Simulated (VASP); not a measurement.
# H23NO10 in VASP: further runs, part 4 of 4

VASP 6.6.1. The steps go on from the part before.

### 6 Single point, PBE+D3(BJ)

INCAR reads:

```
  PREC = Accurate
  ENCUT = 520
  EDIFF = 1E-6
  ISMEAR = -1
  SIGMA = 0.02
  LREAL = Auto
  LASPH = True
  NELM = 60
  ALGO = Normal
  ISIF = 2
  LWAVE = False
  LCHARG = False
  GGA = PE
  IVDW = 12
  NBANDS = 67
```

KPOINTS reads:

```
regular mesh
0
Gamma
  1 1 1
```

POSCAR reads:

```
H23NO10
1.0
    6.9726830000      0.0000000000      0.0000000000
    0.0000000000      6.9726830000      0.0000000000
    0.0000000000      0.0000000000      6.9726830000
O H N
10 23 1
Direct
    0.8701528522      0.7858811307      0.0308059322
    0.4621463503      0.6664436057      0.1591639832
    1.0450066352      0.8359192581      0.4933395079
    0.3514429094      0.3694273782      0.4128253070
    0.6088043871      0.0781334818      0.4240118187
    0.3936217952      0.8461592188      0.6850447668
    0.2310588335      0.2244903432     -0.1283580510
    0.8554382868      1.0452074187      0.7210997546
    0.9578952607      0.5226252219      0.7152483484
    0.5816269003      0.5037802522      0.7346956688
    0.9270463034      0.6968909959     -0.0742612277
    0.9532628975      0.7899541683      0.1541587363
    0.5151675474      0.6144550096      0.0405295924
    0.5811823082      0.7385679228      0.2015436526
    1.1792304340      0.8646456464      0.5185091592
    0.9644924343      0.9317073500      0.5610465871
    0.2221956742      0.3004008643      0.3581117914
    0.3594168844      0.4831855973      0.3428092171
    0.7140293055      0.1040489005      0.5088141824
    0.5123565778      0.1844483680      0.4178305539
    0.4848635740      0.9278350959      0.6092202958
    0.4632650014      0.7231936401      0.7153917653
    0.2763211808      0.1032457664     -0.1709098205
    0.3352941759      0.2784294080     -0.0548999574
    0.8495151723      0.9660413359      0.8443808502
    0.9532055308      1.1355743550      0.7528809212
    1.0720837302      0.4399024020      0.7168689585
    1.0015800231      0.6211669167      0.6190300061
    0.5014568997      0.4368906488      0.6407002871
    0.7247712251      0.4694749496      0.7161518744
   -0.0674202455      0.2861452328      0.2669130376
    0.0564488591      0.1717990048      0.1196813336
   -0.0127927801      0.0587148448      0.3099667660
    0.0341475441      0.1888656060      0.2568595188
```

Potentials or basis: VASP PAW PBE potentials, release 64 (O, H, N).

Command:

```sh
> cat potpaw_PBE.64/O/POTCAR potpaw_PBE.64/H/POTCAR potpaw_PBE.64/N/POTCAR > POTCAR
> mpirun -np 1 vasp_gam > vasp.out
```

It took 48 s on 1 thread of Intel Xeon Platinum 8488C (Sapphire Rapids), shared host; peak memory 0.35 GiB.

The run converged. Its results:

```
Free energy                : -166.6551 eV
Pressure                   : -0.5 GPa
Largest force              : 3.709 eV/Å
Band gap on the k mesh     : 4.45 eV
Dispersion energy per atom : -0.034 eV
```

Forces on the atoms (eV/Å):
```
O    1.402 -0.511  0.278
O    1.632  0.768  0.397
O   -0.462 -0.878 -1.252
O   -1.957 -2.964  1.070
O   -1.036 -0.657 -0.819
O    0.337  0.398 -0.139
O   -1.001  1.065  0.147
O   -0.652 -0.634  1.300
O    1.010  0.148 -0.377
O    1.052 -0.356  0.331
H   -0.347  0.623  1.733
H   -0.953 -0.335 -2.195
H   -0.278 -0.236 -0.328
H   -1.468 -0.491 -0.172
H    0.609 -0.113  0.462
H    0.141 -0.267  0.528
H    1.259  0.365  0.528
H    0.625  2.284 -1.576
H    0.100  0.503  0.725
H    0.606  0.166  0.069
H   -0.247 -0.526  0.073
H   -0.080  0.638 -0.263
H    0.751 -1.560 -0.546
H    0.303  0.238  0.131
H   -0.196  0.242 -0.699
H    0.776  1.002  0.266
H   -0.157 -0.232  0.453
H   -0.496  0.351  0.040
H    0.093 -0.187 -0.236
H   -1.606  0.579  0.027
H   -1.525  0.986  0.300
H    0.679 -0.270 -2.148
H    0.179  0.557 -0.052
N    0.905 -0.697  1.946
```

Stress tensor (GPa, compression positive):
```
-1.21 -0.52 -0.82
-0.52  0.66 -0.02
-0.82 -0.02 -0.95
```

Levels at points of the mesh, in eV from the valence-band top:
```tsv
k point	band 42	band 43	band 44	band 45	band 46	band 47
(0.00, 0.00, 0.00)	-0.21	-0.02	0.00	4.45	7.05	7.61
```

Caveat: the k points lie up to 0.90 Å⁻¹ apart; the atoms stand as in a frame of molecular dynamics.

### 7 Single point, PBE+D3(BJ)

INCAR reads:

```
PREC = Accurate
ENCUT = 520
EDIFF = 1E-6
ISMEAR = -1
SIGMA = 0.02
LREAL = Auto
LASPH = True
NELM = 100
ALGO = Normal
ISIF = 2
LWAVE = False
LCHARG = True
GGA = PE
IVDW = 12
LELF = True
LVHAR = True
NBANDS = 67
```

KPOINTS reads:

```
Automatic mesh
0
Gamma
  1 1 1
```

POSCAR reads:

```
H23NO10
1.0
    6.9726830000      0.0000000000      0.0000000000
    0.0000000000      6.9726830000      0.0000000000
    0.0000000000      0.0000000000      6.9726830000
O H N
10 23 1
Direct
    0.9252105682      0.7849345797      0.0476287248
    0.4560367939      0.6800108366      0.1556502712
    1.0787526122      0.7831705529      0.4799443772
    0.3775160867      0.3792944552      0.3676490097
    0.5858290130      0.0080313417      0.3918004017
    0.3773870116      0.9253539850      0.7011504754
    0.2468920500      0.2265698871     -0.1542017614
    0.8154680200      1.0403169053      0.7705355313
    0.9821470444      0.4916328478      0.7889645923
    0.5021596421      0.5294948874      0.7190202107
    0.9433958205      0.6693979921     -0.0373313974
    0.9884143593      0.7574989427      0.1736203983
    0.5859150631      0.6665870225      0.0949562744
    0.4735336455      0.7745081771      0.2586092039
    1.1815537864      0.8326063296      0.5619070880
    0.9612655559      0.8315737285      0.5312732559
    0.2350601626      0.3328704317      0.3407870399
    0.4019256289      0.4954190517      0.2704984581
    0.7147177062      0.0500094440      0.4214733410
    0.5269707514      0.1318000546      0.3546554461
    0.4655453288      0.9875682001      0.6154876107
    0.4427850800      0.8021589394      0.7437165866
    0.2953812758      0.0893343351     -0.1858538528
    0.3597467431      0.3040436515     -0.1634664877
    0.8447537340      0.9724950926      0.8878935124
    0.8913355160      1.1603280975      0.7626476064
    1.0841164011      0.4001472604      0.8190964654
    1.0265632325      0.5680740111      0.6828218062
    0.4634944683      0.4858101250      0.5901315175
    0.6431957397      0.4879040106      0.7159080658
   -0.0813603601      0.2719039429      0.2722768266
    0.0639782419      0.2432922879      0.0887176428
    0.0363274797      0.0671764370      0.2374121984
    0.0466534905      0.2182517117      0.2393053004
```

Command:

```sh
> cat potpaw_PBE.64/O/POTCAR potpaw_PBE.64/H/POTCAR potpaw_PBE.64/N/POTCAR > POTCAR
> mpirun -np 1 vasp_gam > vasp.out
```

Wall time 47 s (1 thread of Intel Xeon Platinum 8488C (Sapphire Rapids), shared host); peak memory 0.35 GiB.

It converged, with:

```yaml
Free_energy: -166.7942 eV
Pressure: -1.2 GPa
Largest_force: 2.685 eV/Å
Band_gap_on_the_k_mesh: 4.10 eV
Dispersion_energy_per_atom: -0.034 eV
```

Forces in eV/Å, atoms in the order of the input:
```
O    0.043 -0.666  0.759
O    1.047 -0.097 -0.486
O    0.069 -0.942 -0.824
O   -0.666  0.851 -0.931
O   -0.118  0.546 -0.234
O   -0.474 -2.166  1.223
O   -0.645 -1.140  0.372
O   -0.095  1.077 -1.373
O   -1.316  0.282  0.558
O    2.513 -0.512  0.127
H    0.268  0.322  0.372
H   -0.334  0.104 -0.989
H   -1.047  0.339  0.570
H    0.266  0.213 -0.247
H    0.458  0.452  0.298
H   -0.719  0.634  0.637
H    1.519  0.149  0.065
H   -0.292 -1.538  1.158
H    0.410 -0.314  0.268
H   -0.575  0.206 -0.146
H    0.990  0.264 -1.016
H   -0.551  0.892 -0.359
H   -0.494  0.899  0.114
H    0.875  0.874 -0.068
H    0.530 -0.217  0.733
H   -0.302 -0.858  0.383
H    0.671 -0.649 -0.117
H    0.406  0.381 -0.785
H   -0.756 -0.259 -0.650
H   -1.680  0.712  0.434
H   -1.169  0.336  0.317
H    0.154 -0.027  1.523
H    0.077  1.189  0.449
N    0.936 -1.337 -2.132
```

Stress tensor (GPa, compression positive):
```
-0.50  0.28 -0.43
 0.28 -2.16 -0.23
-0.43 -0.23 -0.96
```

Levels at points of the mesh, in eV from the valence-band top:
| k point | band 42 | band 43 | band 44 | band 45 | band 46 | band 47 |
| --- | --- | --- | --- | --- | --- | --- |
| (0.00, 0.00, 0.00) | -0.42 | -0.35 | 0.00 | 4.10 | 6.99 | 7.12 |

Caveat: the k points lie up to 0.90 Å⁻¹ apart; the atoms stand as in a frame of molecular dynamics.

### 8 Summary

| cell | gap on the mesh (eV) | pressure (GPa) | largest force (eV/Å) |
| --- | --- | --- | --- |
| as given, atomic positions A | 4.53 | -1.2 | 4.04 |
| as given, atomic positions B | 4.52 | -0.2 | 3.14 |
| as given, atomic positions C | 4.63 | 0.5 | 2.77 |
| as given, atomic positions D | 4.34 | -0.1 | 3.01 |
| as given, atomic positions E | 4.45 | -0.5 | 3.71 |
| as given, atomic positions F | 4.10 | -1.2 | 2.69 |

Alike in all rows: task single point; level PBE+D3(BJ); potentials or basis VASP PAW PBE potentials, release 64 (O, H, N); no spin polarisation; k mesh 1 × 1 × 1; cutoff (eV) 520; smearing fermi-dirac 0.02 eV.

Caveats: all runs use coarse meshes; the atoms stand as in a frame of molecular dynamics (at least some runs).

Total energies depend on the potentials used, so only differences within one code and one set of settings carry meaning.
